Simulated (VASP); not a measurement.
# Ag (R-3m) in VASP: notebook, part 2 of 3

VASP 6.6.1. Earlier steps stand in the parts before.

## Step 4: Single point, PBEsol

This run uses another cell than the first one, of 17.69 Å³/atom.

INCAR

```
SYSTEM = Ag
  PREC = Accurate
  ENCUT = 520
  EDIFF = 1E-6
  ISMEAR = -1
  SIGMA = 0.05
  LREAL = .False.
  LASPH = .True.
  NELM = 60
  ALGO = Fast
  ISIF = 2
  LWAVE = .False.
  LCHARG = .True.
  GGA = PS
  LELF = .True.
  LVHAR = .True.
  NBANDS = 24
```

KPOINTS

```
regular mesh
0
Gamma
  10 10 10
  0 0 0
```

POSCAR

```
Ag
1.0
    1.4631606428      0.8447561911      7.1562951873
   -1.4631606428      0.8447561911      7.1562951873
    0.0000000000     -1.6895123820      7.1562951873
Ag
3
Direct
    0.2222810000      0.2222810000      0.2222810000
    0.7777190000      0.7777190000      0.7777190000
    0.0000000000      0.0000000000      0.0000000000
```

Potentials or basis: VASP PAW PBE potentials, release 64 (Ag).

Run with:

```sh
$ cat potpaw_PBE.64/Ag/POTCAR > POTCAR
$ mpirun -np 1 vasp_std > vasp.out
```

OUTCAR:

```text
SYSTEM = Ag
   PREC = Accurate
   ENCUT = 520
   EDIFF = 1E-6
   ISMEAR = -1
   LREAL = .False.
   LASPH = .True.
   NELM = 60
   ISIF = 2
   GGA = PS

 ion  position               nearest neighbor table
   1  0.222  0.222  0.222-   3 2.92   3 2.92   3 2.92   2 2.93   2 2.93   2 2.93
   2  0.778  0.778  0.778-   3 2.92   3 2.92   3 2.92   1 2.93   1 2.93   1 2.93
   3  0.000  0.000  0.000-   2 2.92   2 2.92   1 2.92   1 2.92   2 2.92   1 2.92

  LATTYP: Found a trigonal (rhomboedric) cell.
 ALAT       =     7.3530274647
 COS(alpha) =     0.9208079399

  Lattice vectors:

 A1 = (   1.4631606428,   0.8447561911,   7.1562951873)
 A2 = (  -1.4631606428,   0.8447561911,   7.1562951873)
 A3 = (   0.0000000000,  -1.6895123820,   7.1562951873)

Analysis of symmetry for initial positions (statically):
=====================================================================
 Subroutine PRICEL returns:
 Original cell was already a primitive cell.

 Routine SETGRP: Setting up the symmetry group for a
 trigonal (rhombohedral) supercell.

 Subroutine GETGRP returns: Found 12 space group operations
 (whereof 12 operations were pure point group operations)
 out of a pool of 12 trial point group operations.

The static configuration has the point symmetry D_3d.

Analysis of symmetry for dynamics (positions and initial velocities):
=====================================================================
 Subroutine PRICEL returns:
 Original cell was already a primitive cell.

 Routine SETGRP: Setting up the symmetry group for a
 trigonal (rhombohedral) supercell.

 Subroutine GETGRP returns: Found 12 space group operations
 (whereof 12 operations were pure point group operations)
 out of a pool of 12 trial point group operations.

The dynamic configuration has the point symmetry D_3d.

 Subroutine INISYM returns: Found 12 space group operations
 (whereof 12 operations are pure point group operations),
 and found     1 'primitive' translations

----------------------------------------------------------------------------------------

                                     Primitive cell

  volume of cell :      53.0717

  direct lattice vectors                    reciprocal lattice vectors
     1.463160643  0.844756191  7.156295187     0.341725977  0.197295585  0.046579036
    -1.463160643  0.844756191  7.156295187    -0.341725977  0.197295585  0.046579036
     0.000000000 -1.689512382  7.156295187     0.000000000 -0.394591169  0.046579036

  length of vectors
     7.353027465  7.353027465  7.353027465     0.397330842  0.397330842  0.397330842

  position of ions in fractional coordinates (direct lattice)
     0.222281000  0.222281000  0.222281000
     0.777719000  0.777719000  0.777719000
     0.000000000  0.000000000  0.000000000

  ion indices of the primitive-cell ions
   primitive index   ion index
                 1           1
                 2           2
                 3           3

----------------------------------------------------------------------------------------

 KPOINTS: regular mesh

Automatic generation of k-mesh.
 Grid dimensions read from file:
 generate k-points for:   10   10   10

 Generating k-lattice:

  Cartesian coordinates                     Fractional coordinates (reciprocal lattice)
     0.034172598  0.019729558  0.004657904     0.100000000  0.000000000  0.000000000
    -0.034172598  0.019729558  0.004657904     0.000000000  0.100000000  0.000000000
     0.000000000 -0.039459117  0.004657904    -0.000000000 -0.000000000  0.100000000

  Length of vectors
     0.039733084  0.039733084  0.039733084

  Shift w.r.t. Gamma in fractional coordinates (k-lattice)
     0.000000000  0.000000000  0.000000000

 Subroutine IBZKPT returns following result:
 ===========================================

 Found    116 irreducible k-points:

 Following reciprocal coordinates:
            Coordinates               Weight
  0.000000  0.000000  0.000000      1.000000
  0.100000 -0.000000 -0.000000      6.000000
  0.200000 -0.000000 -0.000000      6.000000
  0.300000  0.000000 -0.000000      6.000000
  0.400000 -0.000000 -0.000000      6.000000
  0.500000 -0.000000 -0.000000      3.000000
[... 16 lines left out ...]
  0.300000  0.300000 -0.000000      6.000000
  0.400000  0.300000 -0.000000     12.000000
 [... further k-points ...]
   k-points           NKPTS =    116   k-points in BZ     NKDIM =    116   number of bands    NBANDS=     24
   number of dos      NEDOS =    301   number of ions     NIONS =      3
   total plane-waves  NPLWV = 175616
   dimension x,y,z NGX =    56 NGY =   56 NGZ =   56
   dimension x,y,z NGXF=   112 NGYF=  112 NGZF=  112
   ions per type =               3
   NGX,Y,Z   is equivalent  to a cutoff of  12.66, 12.66, 12.66 a.u.
   NGXF,Y,Z  is equivalent  to a cutoff of  25.32, 25.32, 25.32 a.u.
 SYSTEM =  Ag
   PREC   = accura    normal or accurate (medium, high low for compatibility)
   ISTART =      0    job   : 0-new  1-cont  2-samecut
   ICHARG =      2    charge: 1-file 2-atom 10-const
   ISPIN  =      1    spin polarized calculation?
   LNONCOLLINEAR =      F non collinear calculations
   LSORBIT =      F    spin-orbit coupling
   LASPH  =      T    aspherical Exc in radial PAW
   ENCUT  =  520.0 eV  38.22 Ry    6.18 a.u.  13.67 13.67 13.67*2*pi/ulx,y,z
   NELM   =     60;   NELMIN=  2; NELMDL= -5     # of ELM steps
   EDIFF  = 0.1E-05   stopping-criterion for ELM
   LREAL  =      F    real-space projection
   EDIFFG = 0.1E-04   stopping-criterion for IOM
   NSW    =      0    number of steps for IOM
   IBRION =     -1    ionic relax: 0-MD 1-quasi-New 2-CG
   NFREE  =      0    steps in history (QN), initial steepest desc. (CG)
   ISIF   =      2    stress and relaxation
   ISYM   =      2    0-nonsym 1-usesym 2-fastsym
   POTIM  = 0.5000    time-step for ionic-motion
   TEBEG  =    0.0;   TEEND  =   0.0 temperature during run
   PSTRESS=    0.0 pullay stress
   NELECT =      33.0000    total number of electrons
   NUPDOWN=      -1.0000    fix difference up-down
   EMIN   =  10.00;   EMAX   =-10.00  energy-range for DOS
   EFERMI =   0.00;   METHOD = LEGACY
   ISMEAR =    -1;   SIGMA  =   0.05  broadening in eV -4-tet -1-fermi 0-gaus
   EFERMI_NEDOS =   21; number of points for ismear=-14 and -15
   IALGO  =     68    algorithm
   IMIX   =      4    mixing-type and parameters
     AMIX     =   0.40;   BMIX     =  1.00
     AMIX_MAG =   1.60;   BMIX_MAG =  1.00
  volume/ion in A,a.u.               =      17.69       119.38
  Fermi-wavevector in a.u.,A,eV,Ry     =   1.397307  2.640527 26.564926  1.952467
  Thomas-Fermi vector in A             =   2.520576
   LORBIT       =      0    0 simple, 1 ext, 2 COOP (PROOUT), +10 PAW based schemes
   GGA     = PS    functional components
   LHFCALC =     F    Hartree Fock is set to
   AEXX    =    0.0000 exact exchange contribution
   IVDW    =     0    specifies the selected vdW correction
   LEPSILON=     F    determine dielectric tensor
   LRPA    =     F    only Hartree local field effects (RPA)
 non-spin polarized calculation
 RMM-DIIS sequential band-by-band and
  energy-cutoff  :      520.00
  volume of cell :       53.07
 maximum number of plane-waves:      1473
   NGX = 27   NGY = 27   NGZ = 27

 number of electron      33.0000001 magnetization

 Free energy of the ion-electron system (eV)
  ---------------------------------------------------
  ext. energy  EPLUGINS =         0.00000000
  ---------------------------------------------------
  free energy    TOTEN  =        -9.83696810 eV

  energy without entropy =       -9.82840980  energy(sigma->0) =       -9.83268895

 E-fermi :   7.6542     XC(G=0): -12.1917

 val. band max:        7.6113735598   @ k =  -0.2000   0.1000   0.1000
 cond. band min:       7.6569394765   @ k =  -0.2000  -0.3000   0.1000
 fundamental gap:      0.0455659167
 Fermi energy:         7.6542025030

 k-point     1 :       0.0000    0.0000    0.0000
  band No.  band energies     occupation
      1       0.1689      2.00000
      2       1.6760      2.00000
      3       1.6837      2.00000
      4       3.0838      2.00000
      5       3.0838      2.00000
      6       3.0995      2.00000
[... 16 lines left out ...]
     23      24.6399      0.00000
     24      25.7652      0.00000
[... 598 lines left out ...]
      2       1.9712      2.00000
      3       2.1447      2.00000
      4       2.3230      2.00000
      5       2.6722      2.00000
      6       2.8964      2.00000
[... 16 lines left out ...]
     23      19.6952      0.00000
     24      20.5672      0.00000

 [... further k-points ...]
[... 5 lines left out ...]
  --------------------------------------------------------------------------------------
  -------------------------------------------------------------------------------------
  Total       -1.8367234     -1.8367234     -2.0178060      0.0000000     -0.0000000      0.0000000
  in kB      -55.4487100    -55.4487100    -60.9153987      0.0000000     -0.0000000      0.0000000
  external PRESSURE =     -57.2709396 kB  Pullay stress =       0.0000000 kB

 VOLUME and BASIS-vectors are now :
 -----------------------------------------------------------------------------
  energy-cutoff  :      520.00
  volume of cell :       53.07
      direct lattice vectors                 reciprocal lattice vectors
     1.463160643  0.844756191  7.156295187     0.341725977  0.197295585  0.046579036
    -1.463160643  0.844756191  7.156295187    -0.341725977  0.197295585  0.046579036
     0.000000000 -1.689512382  7.156295187     0.000000000 -0.394591169  0.046579036

 POSITION                                       TOTAL-FORCE (eV/Angst)
 -----------------------------------------------------------------------------------
      0.00000      0.00000      4.77213        -0.000000      0.000000      0.002615
      0.00000      0.00000     16.69676        -0.000000     -0.000000     -0.002615
      0.00000      0.00000      0.00000         0.000000      0.000000      0.000000
 -----------------------------------------------------------------------------------
    total drift:                               -0.000000     -0.000000      0.000000

  FREE ENERGIE OF THE ION-ELECTRON SYSTEM (eV)
  ---------------------------------------------------
  free  energy   TOTEN  =        -9.8369680985 eV

  energy  without entropy=       -9.8284097975  energy(sigma->0) =       -9.83268895
```

stdout:

```text
POSCAR found type information on POSCAR Ag
 POSCAR found :  1 types and       3 ions
 scaLAPACK will be used
 -----------------------------------------------------------------------------
|                                                                             |
|                                                                             |
|     You enforced a specific xc type in the INCAR file but a different       |
|     I HOPE YOU KNOW WHAT YOU ARE DOING!                                     |
|                                                                             |
 -----------------------------------------------------------------------------

 LDA part: xc-table for (Slater+PW92), standard interpolation
 POSCAR, INCAR and KPOINTS ok, starting setup
 FFT: planning ... GRIDC
 FFT: planning ... GRID_SOFT
 FFT: planning ... GRID
 WAVECAR not read
 entering main loop
```

Run time: 17 min. Hardware: 1 thread of Intel Xeon Platinum 8488C (Sapphire Rapids), shared host; peak memory 0.47 GiB.

What came out:

```
Free energy            : -9.8370 eV
Pressure               : -5.7 GPa
Band gap on the k mesh : zero (an odd number of electrons rules out a gap without spin polarisation)
```

Forces on the atoms (eV/Å):
```
Ag   0.000  0.000  0.003
Ag   0.000  0.000 -0.003
Ag   0.000  0.000  0.000
```

Stress tensor (GPa, compression positive):
```
-5.54  0.00  0.00
 0.00 -5.54  0.00
 0.00  0.00 -6.09
```

Levels at points of the mesh, in eV from the Fermi level:
| k point | band 13 | band 14 | band 15 | band 16 | band 17 | band 18 | band 19 | band 20 | band 21 | band 22 |
| --- | --- | --- | --- | --- | --- | --- | --- | --- | --- | --- |
| (0.00, 0.00, 0.00) | -3.16 | -3.16 | -3.15 | -3.14 | -3.05 | -3.05 | 7.80 | 7.82 | 15.46 | 15.87 |
| (0.50, 0.00, 0.00) | -2.73 | -2.73 | -2.72 | 0.01 | 1.26 | 1.30 | 4.80 | 5.00 | 6.15 | 10.82 |
| (0.50, 0.50, 0.00) | -2.74 | -2.73 | -2.69 | 0.31 | 0.58 | 1.54 | 3.97 | 5.88 | 8.11 | 8.38 |
| (0.50, 0.50, 0.50) | -3.61 | -3.47 | -3.47 | -2.90 | -2.90 | -0.27 | 3.48 | 13.92 | 14.04 | 15.62 |

Caveat: the cell stands under tension; the PAW data sets were made with another functional, which shifts forces and pressure a little.

(Continued in part 3 of 3.)
